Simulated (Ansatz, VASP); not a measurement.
# Au: VASP beside Ansatz

```
Au
1.0
     0.00000    2.04397    2.04397
     2.04397    0.00000    2.04397
     2.04397    2.04397    0.00000
Au
1
Cartesian
  0.0000 0.0000 0.0000
```

Alike in both runs: task relaxation of cell and atoms; functional PBEsol; k mesh 18 × 18 × 18; occupations gaussian, width 0.1 eV; no spin polarisation.

|  | VASP | Ansatz |
| --- | --- | --- |
| version | VASP 6.6.1 | Ansatz 0.2.0 |
| potentials or method | VASP PAW PBE potentials, release 64 (Au), cutoff 600 eV | scalar-relativistic, plane waves, PAW |
| valence electrons in the cell | 11 | 19 |

```tsv
	VASP	Ansatz	Ansatz less VASP
gap on the k mesh at the Fermi level, each at its own relaxed structure (eV)	none	none	-
relaxed volume (Å³/atom)	17.01	17.03	+0.021
relaxed cell length with the largest relative difference (Å)	2.886	2.888	+0.0012
```

VASP's potentials were made for PBE, not for PBEsol. A gap of «none» marks a metal or a gap that the smearing closes. VASP's potentials hold 11 valence electrons a cell and Ansatz's 19, so a difference there can come from the potentials and not from the codes.

Neither program's run includes spin-orbit coupling.
